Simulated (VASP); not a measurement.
# Al9O in VASP: a series of runs

Runs on Al9O. Level: PBE. Tasks: relaxation of the atoms.

Everything below comes from runs of VASP 6.6.1. Logs are shortened: lines on timing, memory, paths and dates and some standing lists are left out, and cuts for length are marked.

### 1 The cell of the first run

The cell holds a slab with vacuum, 10 atoms: a = 2.854 Å, b = 9.806 Å, c = 20.290 Å, α = 90.00°, β = 90.00°, γ = 98.37°.

### 2 Relaxation of the atoms, PBE

File INCAR:

```
SYSTEM = Al9O
ALGO = Normal
DIPOL = 0.5 0.5 0.336
EDIFF = 1E-7
EDIFFG = -0.025
ENCUT = 520
GGA = PE
GGA_COMPAT = .FALSE.
IBRION = 2
IDIPOL = 3
ISIF = 2
ISMEAR = 0
LASPH = .TRUE.
LCHARG = .FALSE.
LDIPOL = .TRUE.
LREAL = .FALSE.
LWAVE = .FALSE.
NELM = 120
NELMDL = -8
NELMIN = 4
NSW = 36
PREC = Accurate
SIGMA = 0.1
```

File KPOINTS:

```
k-points
0
G
  9 3 1
  0 0 0
```

File POSCAR:

```
Al9O
1.0
    2.8535431553      0.0000000000      0.0000000000
   -1.4267715776      9.7014842380      0.0000000000
    0.0000000000      0.0000000000     20.2903703519
Al O
9 1
Selective dynamics
Direct
    0.5324432082      0.0648864163      0.1971378506  F F F
    0.6709612116      0.3419224231      0.2462112388  F F F
    0.2986648122      0.5973296244      0.2560259164  F F F
    0.9263684129      0.8527368258      0.2658405940  F F F
    0.0639544186      0.1277109169      0.3154271774  F F F
    0.1995835202      0.4042231294      0.3707799915  F F F
    0.8288001075      0.6596656514      0.3785021758  F F F
    0.4526153831      0.9110819252      0.3874246337  F F F
    0.5924854486      0.1814072004      0.4332286794  F F F
    1.3424854486      0.1814072004      0.5083072591  F F T
```

Potentials or basis: VASP PAW PBE potentials, release 64 (Al, O).

Started as:

```sh
> cat potpaw_PBE.64/Al/POTCAR potpaw_PBE.64/O/POTCAR > POTCAR
> mpirun -np 1 vasp_std > vasp.out
```

OUTCAR:

```text
SYSTEM = Al9O
   EDIFF = 1E-7
   EDIFFG = -0.025
   ENCUT = 520
   GGA = PE
   IBRION = 2
   ISIF = 2
   ISMEAR = 0
   LASPH = .TRUE.
   LREAL = .FALSE.
   NELM = 120
   NELMDL = -8
   NELMIN = 4
   NSW = 36
   PREC = Accurate

 ion  position               nearest neighbor table
   1  0.532  0.065  0.197-   5 2.86   5 2.86   4 2.87   4 2.87   2 2.87
   2  0.671  0.342  0.246-   3 2.87   3 2.87   1 2.87   5 2.89   5 2.89   6 2.96   6 2.97
   3  0.299  0.597  0.256-   2 2.87   2 2.87   4 2.87   4 2.87   7 2.93   7 2.93   6 2.99
   4  0.926  0.853  0.266-   5 2.85   1 2.87   1 2.87   3 2.87   3 2.87   8 2.90   8 2.91   7 2.96

   5  0.064  0.128  0.315-   9 2.83   9 2.83   4 2.85   1 2.86   1 2.86   2 2.89   2 2.89   6 2.91
                             8 2.93   8 2.93
   6  0.200  0.404  0.371-   7 2.86   7 2.87   9 2.88   9 2.89   5 2.91   2 2.96   2 2.97   3 2.99

   7  0.829  0.660  0.379-   8 2.83   8 2.83   6 2.86   6 2.87   3 2.93   3 2.93   4 2.96
   8  0.453  0.911  0.387-   9 2.78   7 2.83   7 2.83   4 2.90   4 2.91   5 2.93   5 2.93
   9  0.592  0.181  0.433-  10 1.68  10 2.63   8 2.78   5 2.83   5 2.83   6 2.88   6 2.89
  10  0.342  0.181  0.508-   9 1.68   9 2.63

  LATTYP: Found a base centered orthorhombic cell.
 ALAT       =     2.8535431553
 B/A-ratio  =     6.7996057603
 C/A-ratio  =     7.1105882223

  Lattice vectors:

 A1 = (   1.4267715776,  -9.7014842380,   0.0000000000)
 A2 = (   1.4267715777,   9.7014842380,   0.0000000000)
 A3 = (   0.0000000000,   0.0000000000,  20.2903703519)

Analysis of symmetry for initial positions (statically):
=====================================================================
 Subroutine PRICEL returns:
 Original cell was already a primitive cell.

 Routine SETGRP: Setting up the symmetry group for a
 base centered orthorhombic supercell.

 Subroutine GETGRP returns: Found  1 space group operations
 (whereof  1 operations were pure point group operations)
 out of a pool of  8 trial point group operations.

The static configuration has the point symmetry C_1 .

Analysis of symmetry for dynamics (positions and initial velocities):
=====================================================================
 Subroutine PRICEL returns:
 Original cell was already a primitive cell.

 Routine SETGRP: Setting up the symmetry group for a
 base centered orthorhombic supercell.

 Subroutine GETGRP returns: Found  1 space group operations
 (whereof  1 operations were pure point group operations)
 out of a pool of  8 trial point group operations.

The dynamic configuration has the point symmetry C_1 .

Analysis of constrained symmetry for selective dynamics:
=====================================================================
 Subroutine PRICEL returns:
 Original cell was already a primitive cell.

 Routine SETGRP: Setting up the symmetry group for a
 base centered orthorhombic supercell.

 Subroutine GETGRP returns: Found  1 space group operations
 (whereof  1 operations were pure point group operations)
 out of a pool of  8 trial point group operations.

The constrained configuration has the point symmetry C_1 .

 Subroutine INISYM returns: Found  1 space group operations
 (whereof  1 operations are pure point group operations),
 and found     1 'primitive' translations

----------------------------------------------------------------------------------------

                                     Primitive cell

  volume of cell :     561.7106

  direct lattice vectors                    reciprocal lattice vectors
     2.853543155  0.000000000  0.000000000     0.350441520  0.051538506  0.000000000
    -1.426771578  9.701484238  0.000000000     0.000000000  0.103077011  0.000000000
     0.000000000  0.000000000 20.290370352     0.000000000  0.000000000  0.049284463

  length of vectors
     2.853543155  9.805838748 20.290370352     0.354211062  0.103077011  0.049284463

  position of ions in fractional coordinates (direct lattice)
[... 61 lines left out ...]
|                                                                             |
 -----------------------------------------------------------------------------

 WARNING: IBZKPT: internal override: KBLOWUP is changed to .FALSE.
      ... skipping the blow-up phase ...

 Subroutine IBZKPT returns following result:
 ===========================================

 Found     14 irreducible k-points:

 Following reciprocal coordinates:
            Coordinates               Weight
  0.000000  0.000000  0.000000      1.000000
  0.111111 -0.000000  0.000000      2.000000
  0.222222 -0.000000  0.000000      2.000000
  0.333333 -0.000000  0.000000      2.000000
  0.444444 -0.000000  0.000000      2.000000
  0.000000  0.333333  0.000000      2.000000
  0.111111  0.333333  0.000000      2.000000
  0.222222  0.333333  0.000000      2.000000
  0.333333  0.333333  0.000000      2.000000
  0.444444  0.333333  0.000000      2.000000
 -0.444444  0.333333  0.000000      2.000000
 -0.333333  0.333333  0.000000      2.000000
 -0.222222  0.333333  0.000000      2.000000
 -0.111111  0.333333  0.000000      2.000000
   k-points           NKPTS =     14   k-points in BZ     NKDIM =     14   number of bands    NBANDS=     22
   number of dos      NEDOS =    301   number of ions     NIONS =     10
   total plane-waves  NPLWV = 307200
   dimension x,y,z NGX =    24 NGY =   80 NGZ =  160
   dimension x,y,z NGXF=    48 NGYF=  160 NGZF=  320
   ions per type =               9   1
   NGX,Y,Z   is equivalent  to a cutoff of  13.98, 13.56, 13.11 a.u.
   NGXF,Y,Z  is equivalent  to a cutoff of  27.96, 27.13, 26.22 a.u.
 SYSTEM =  Al9O
   PREC   = accura    normal or accurate (medium, high low for compatibility)
   ISTART =      0    job   : 0-new  1-cont  2-samecut
   ICHARG =      2    charge: 1-file 2-atom 10-const
   ISPIN  =      1    spin polarized calculation?
   LNONCOLLINEAR =      F non collinear calculations
   LSORBIT =      F    spin-orbit coupling
   LASPH  =      T    aspherical Exc in radial PAW
   ENCUT  =  520.0 eV  38.22 Ry    6.18 a.u.   5.31 18.23 37.73*2*pi/ulx,y,z
   NELM   =    120;   NELMIN=  4; NELMDL= -8     # of ELM steps
   EDIFF  = 0.1E-06   stopping-criterion for ELM
   LREAL  =      F    real-space projection
   EDIFFG = -.3E-01   stopping-criterion for IOM
   NSW    =     36    number of steps for IOM
   IBRION =      2    ionic relax: 0-MD 1-quasi-New 2-CG
   NFREE  =      1    steps in history (QN), initial steepest desc. (CG)
   ISIF   =      2    stress and relaxation
   ISYM   =      2    0-nonsym 1-usesym 2-fastsym
   POTIM  = 0.5000    time-step for ionic-motion
   TEBEG  =    0.0;   TEEND  =   0.0 temperature during run
   PSTRESS=    0.0 pullay stress
   NELECT =      33.0000    total number of electrons
   NUPDOWN=      -1.0000    fix difference up-down
   EMIN   =  10.00;   EMAX   =-10.00  energy-range for DOS
   EFERMI =   0.00;   METHOD = LEGACY
   ISMEAR =     0;   SIGMA  =   0.10  broadening in eV -4-tet -1-fermi 0-gaus
   EFERMI_NEDOS =   21; number of points for ismear=-14 and -15
   IALGO  =     38    algorithm
   IMIX   =      4    mixing-type and parameters
     AMIX     =   0.40;   BMIX     =  1.00
     AMIX_MAG =   1.60;   BMIX_MAG =  1.00
  volume/ion in A,a.u.               =      56.17       379.06
  Fermi-wavevector in a.u.,A,eV,Ry     =   0.636417  1.202654  5.510726  0.405027
  Thomas-Fermi vector in A             =   1.701081
   LORBIT       =      0    0 simple, 1 ext, 2 COOP (PROOUT), +10 PAW based schemes
   GGA     = PE    functional components
   LHFCALC =     F    Hartree Fock is set to
   AEXX    =    0.0000 exact exchange contribution
   IVDW    =     0    specifies the selected vdW correction
   LEPSILON=     F    determine dielectric tensor
   LRPA    =     F    only Hartree local field effects (RPA)
 conjugate gradient relaxation of ions
 non-spin polarized calculation
 Gauss-broadening in eV      SIGMA  =   0.10
  energy-cutoff  :      520.00
  volume of cell :      561.71
 maximum number of plane-waves:     15170
 NGX is ok and might be reduce to    24
   NGX = 11   NGY = 37   NGZ = 75

 dipolmoment           0.000000      0.000000     -0.001085 electrons x Angstroem

--------------------------------------- Ionic step        1  -------------------------------------------

 number of electron      32.9999996 magnetization

 Free energy of the ion-electron system (eV)
  ---------------------------------------------------
  ext. energy  EPLUGINS =         0.00000000
  ---------------------------------------------------
  free energy    TOTEN  =       -37.03054748 eV

  energy without entropy =      -37.01410050  energy(sigma->0) =      -37.02232399

------------------------ aborting loop because EDIFF is reached ----------------------------------------

  FORCE on cell =-STRESS in cart. coord.  units (eV):
  Direction    XX          YY          ZZ          XY          YZ          ZX
  --------------------------------------------------------------------------------------
  -------------------------------------------------------------------------------------
  Total       -5.7950143     -4.9858930     -1.2370903      1.1656907     -0.3036722     -1.8680937
  in kB      -16.5292252    -14.2213535     -3.5285752      3.3249208     -0.8661697     -5.3283978
  external PRESSURE =     -11.4263847 kB  Pullay stress =       0.0000000 kB
[... 75 lines left out ...]
--------------------------------------- Ionic step        3  -------------------------------------------

 number of electron      32.9999999 magnetization

 dipolmoment           0.000000      0.000000      0.424540 electrons x Angstroem

 Free energy of the ion-electron system (eV)
  ---------------------------------------------------
  ext. energy  EPLUGINS =         0.00000000
  ---------------------------------------------------
  free energy    TOTEN  =       -37.06385644 eV

  energy without entropy =      -37.04877450  energy(sigma->0) =      -37.05631547

 E-fermi :  -1.7407     XC(G=0):  -3.7980

 val. band max:       -1.8220717122   @ k =   0.4444   0.3333   0.0000
 cond. band min:      -1.6706178341   @ k =   0.3333  -0.0000   0.0000
 fundamental gap:      0.1514538781
 Fermi energy:        -1.7406964627

 k-point     1 :       0.0000    0.0000    0.0000
  band No.  band energies     occupation
      1     -18.2955      2.00000
      2     -11.7553      2.00000
      3     -10.2262      2.00000
      4     -10.1003      2.00000
      5      -9.3153      2.00000
      6      -7.6356      2.00000
[... 339 lines left out ...]
     21       0.5768      0.00000
     22       1.2960      0.00000

------------------------ aborting loop because EDIFF is reached ----------------------------------------

 vacuum level on the upper side and lower side of the slab       (xc-potential included)         1.338        -1.373

  FORCE on cell =-STRESS in cart. coord.  units (eV):
  Direction    XX          YY          ZZ          XY          YZ          ZX
  --------------------------------------------------------------------------------------
  -------------------------------------------------------------------------------------
  Total       -5.1950938     -4.9282974      0.6443010      1.1816798     -0.2932894     -2.8514768
  in kB      -14.8180609    -14.0570725      1.8377516      3.3705268     -0.8365548     -8.1333193
  external PRESSURE =      -9.0124606 kB  Pullay stress =       0.0000000 kB
[... 25 lines left out ...]
  FREE ENERGIE OF THE ION-ELECTRON SYSTEM (eV)
  ---------------------------------------------------
  free  energy   TOTEN  =       -37.0638564419 eV

  energy  without entropy=      -37.0487745042  energy(sigma->0) =      -37.05631547

 reached required accuracy - stopping structural energy minimisation

 vacuum level on the upper side and lower side of the slab         5.188         2.410
```

Run time: 8 min. Hardware: 1 thread of Intel Xeon 6975P-C (Granite Rapids), shared host; peak memory 0.77 GiB.

What came out:

| Item | Value |
| --- | --- |
| Free energy | -37.0639 eV |
| Energy gained by relaxing | 3.3 meV/atom |
| Ionic steps | 3 |
| Band gap on the k mesh | zero (an odd number of electrons rules out a gap without spin polarisation) |

The path:
```
step  energy change (eV)  largest force on free atoms (eV/Å)  pressure (GPa)
   1              0.0000                              1.2305           -1.14
   2             -0.0325                              0.2106           -0.86
   3             -0.0333                              0.0003           -0.90
```

Final structure:
```cif
data_structure
_symmetry_space_group_name_H-M 'P 1'
_symmetry_Int_Tables_number 1
_cell_length_a 2.8535
_cell_length_b 9.8058
_cell_length_c 20.2904
_cell_angle_alpha 90.000
_cell_angle_beta 90.000
_cell_angle_gamma 98.366
_cell_volume 561.71
loop_
_atom_site_label
_atom_site_type_symbol
_atom_site_fract_x
_atom_site_fract_y
_atom_site_fract_z
_atom_site_occupancy
Al1 Al 0.53244 0.06489 0.19714 1
Al2 Al 0.67096 0.34192 0.24621 1
Al3 Al 0.29866 0.59733 0.25603 1
Al4 Al 0.92637 0.85274 0.26584 1
Al5 Al 0.06395 0.12771 0.31543 1
Al6 Al 0.19958 0.40422 0.37078 1
Al7 Al 0.82880 0.65967 0.37850 1
Al8 Al 0.45262 0.91108 0.38742 1
Al9 Al 0.59249 0.18141 0.43323 1
O1 O 0.34249 0.18141 0.50576 1
```

Levels at points of the mesh, in eV from the Fermi level:
```csv
k point,band 13,band 14,band 15,band 16,band 17,band 18,band 19,band 20
"(0.00, 0.00, 0.00)",-1.80,-1.59,-1.04,-0.69,-0.16,0.28,2.09,2.23
```

Caveat: an odd number of electrons without spin polarisation forces a metal; a magnetic or distorted state may lie lower.

### 3 Relaxation of the atoms, PBE

File INCAR:

```
SYSTEM = Al9O
  PREC = Accurate
  ENCUT = 520
  EDIFF = 1E-7
  ISMEAR = 0
  SIGMA = 0.1
  LREAL = .False.
  LASPH = .True.
  NELM = 120
  ALGO = Normal
  ISIF = 2
  LWAVE = .False.
  LCHARG = .False.
  LDIPOL = .True.
  IDIPOL = 3
  DIPOL = 0.5 0.5 0.330
  GGA = PE
  IBRION = 2
  NSW = 36
  EDIFFG = -0.025
  GGA_COMPAT = .False.
  NELMIN = 4
  NELMDL = -8
```

File KPOINTS:

```
regular mesh
0
Gamma
  9 3 1
  0 0 0
```

Changes to POSCAR since step 2:

```diff
@@ -18,2 +18,2 @@
     0.5924854486      0.1814072004      0.4332286794  F F F
-    1.3424854486      0.1814072004      0.5083072591  F F T
+    1.3424854486      0.4314072004      0.4482279131  F F T
```

Potentials or basis: VASP PAW PBE potentials, release 64 (Al, O).

Started as:

```sh
> cat potpaw_PBE.64/Al/POTCAR potpaw_PBE.64/O/POTCAR > POTCAR
> mpirun -np 1 vasp_std > vasp.out
```

It took 11 min on 1 thread of Intel Xeon Platinum 8488C (Sapphire Rapids), shared host; peak memory 0.76 GiB.

The run converged. Its results:

```yaml
Free_energy: -37.1356 eV
Energy_gained_by_relaxing: 3.3 meV/atom
Ionic_steps: 3
Band_gap_on_the_k_mesh: zero (an odd number of electrons rules out a gap without spin polarisation)
```

The path:
```
step  energy change (eV)  largest force on free atoms (eV/Å)  pressure (GPa)
   1              0.0000                              1.4465           -0.80
   2             -0.0276                              0.5389           -1.14
   3             -0.0335                              0.0015           -1.05
```

Final structure:
```
CELL_PARAMETERS angstrom
2.85354 0.00000 0.00000
-1.42677 9.70148 0.00000
0.00000 0.00000 20.29037
ATOMIC_POSITIONS crystal
Al 0.53244 0.06489 0.19714
Al 0.67096 0.34192 0.24621
Al 0.29866 0.59733 0.25603
Al 0.92637 0.85274 0.26584
Al 0.06395 0.12771 0.31543
Al 0.19958 0.40422 0.37078
Al 0.82880 0.65967 0.37850
Al 0.45262 0.91108 0.38742
Al 0.59249 0.18141 0.43323
O 0.34249 0.43141 0.45060
```

Levels at points of the mesh, in eV from the Fermi level:
```csv
k point,band 14,band 15,band 16,band 17,band 18,band 19
"(0.00, 0.00, 0.00)",-1.68,-1.31,-0.76,-0.04,0.19,1.22
```

Caveat: an odd number of electrons without spin polarisation forces a metal; a magnetic or distorted state may lie lower.

### 4 Relaxation of the atoms, PBE

File INCAR:

```
SYSTEM = Al9O
PREC = Accurate
ENCUT = 520
EDIFF = 1E-7
ISMEAR = 0
SIGMA = 0.1
LREAL = .False.
LASPH = .True.
NELM = 120
ALGO = Normal
ISIF = 2
LWAVE = .False.
LCHARG = .False.
LDIPOL = .True.
IDIPOL = 3
DIPOL = 0.5 0.5 0.332
GGA = PE
IBRION = 2
NSW = 36
EDIFFG = -0.025
GGA_COMPAT = .False.
NELMIN = 4
NELMDL = -8
```

KPOINTS is that of step 3.

Changes to POSCAR since step 3:

```diff
@@ -18,2 +18,2 @@
     0.5924854486      0.1814072004      0.4332286794  F F F
-    1.3424854486      0.4314072004      0.4482279131  F F T
+    1.3424854486      0.9314072004      0.4668856000  F F T
```

Started as:

```sh
> cat potpaw_PBE.64/Al/POTCAR potpaw_PBE.64/O/POTCAR > POTCAR
> mpirun -np 1 vasp_std > vasp.out
```

Wall time 9.4 min (1 thread of Oxide Virtual Turin-like, shared host); peak memory 0.72 GiB.

Results (log left out):

```
Free energy               : -37.2448 eV
Energy gained by relaxing : 0.1 meV/atom
Ionic steps               : 3
Band gap on the k mesh    : zero (an odd number of electrons rules out a gap without spin polarisation)
```

Step by step:
```tsv
step	energy change (eV)	largest force on free atoms (eV/Å)	pressure (GPa)
1	0.0000	0.2570	-1.04
2	-0.0010	0.0928	-1.10
3	-0.0011	0.0012	-1.08
```

Final structure:
```cif
data_structure
_symmetry_space_group_name_H-M 'P 1'
_symmetry_Int_Tables_number 1
_cell_length_a 2.8535
_cell_length_b 9.8058
_cell_length_c 20.2904
_cell_angle_alpha 90.000
_cell_angle_beta 90.000
_cell_angle_gamma 98.366
_cell_volume 561.71
loop_
_atom_site_label
_atom_site_type_symbol
_atom_site_fract_x
_atom_site_fract_y
_atom_site_fract_z
_atom_site_occupancy
Al1 Al 0.53244 0.06489 0.19714 1
Al2 Al 0.67096 0.34192 0.24621 1
Al3 Al 0.29866 0.59733 0.25603 1
Al4 Al 0.92637 0.85274 0.26584 1
Al5 Al 0.06395 0.12771 0.31543 1
Al6 Al 0.19958 0.40422 0.37078 1
Al7 Al 0.82880 0.65967 0.37850 1
Al8 Al 0.45262 0.91108 0.38742 1
Al9 Al 0.59249 0.18141 0.43323 1
O1 O 0.34249 0.93141 0.46733 1
```

Levels at points of the mesh, in eV from the Fermi level:
```csv
k point,band 15,band 16,band 17,band 18,band 19,band 20
"(0.00, 0.00, 0.00)",-1.26,-0.35,-0.15,0.35,1.66,2.20
```

Caveat: an odd number of electrons without spin polarisation forces a metal; a magnetic or distorted state may lie lower.

### 5 Overview

| cell | gap on the mesh (eV) |
| --- | --- |
| atoms relaxed, atomic positions A | none |
| atoms relaxed, atomic positions B | none |
| atoms relaxed, atomic positions C | none |

Alike in all rows: task relaxation of the atoms; level PBE; potentials or basis VASP PAW PBE potentials, release 64 (Al, O); no spin polarisation; k mesh 9 × 3 × 1; cutoff (eV) 520; smearing gaussian 0.1 eV.

Caveats: an odd number of electrons without spin polarisation forces a metal; a magnetic or distorted state may lie lower.

Absolute energies hang on the potentials; compare differences alone.

The gap in the log of VASP goes by the Fermi energy; the results here count the filled bands.